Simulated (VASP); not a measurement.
GaSb, 2 atoms in the cell. It takes space group F-43m (No. 216, cubic). Conventional cell: a = 6.118 Å, b = 6.118 Å, c = 6.118 Å, α = 90.00°, β = 90.00°, γ = 90.00°. Within 3.5 Å of Sb (site symmetry -43m) lie 4 Ga at 2.65 Å. Within 3.5 Å of Ga (site symmetry -43m) lie 4 Sb at 2.65 Å. 

```yaml
Program: VASP 6.6.1
Task: single point
Functional: HF
Potentials_or_basis: VASP PAW PBE potentials, release 64 (Sb_d_GW, Ga_d)
Cutoff: 400 eV
k_mesh: 4 × 4 × 4
Occupations: fermi-dirac, width 0.05 eV
Spin: no spin polarisation
Dipole_correction: no
Grid_for_exact_exchange_PRECFOCK: Normal
Further_INCAR_settings: ALGO = Normal; EDIFF = 1e-06; NBANDS = 21
Share_of_exact_exchange: 1
```

Potentials or basis: VASP PAW PBE potentials, release 64 (Sb_d_GW, Ga_d).

Command:

```console
$ cat potpaw_PBE.64/Sb_d_GW/POTCAR potpaw_PBE.64/Ga_d/POTCAR > POTCAR
$ cp INCAR.step1 INCAR
$ mpirun -np 1 vasp_std > vasp.out
$ cp INCAR.step2 INCAR
$ mpirun -np 1 vasp_std > vasp.out
```

Hardware: 1 thread of Intel(R) Xeon(R) 6975P-C (Granite Rapids), on a shared host.

Task: Estimate the wall time of this run.

Result: Wall time 11 min on 1 thread of Intel(R) Xeon(R) 6975P-C (Granite Rapids), on a shared host, peak memory 0.18 GiB. Counts: k points 8.
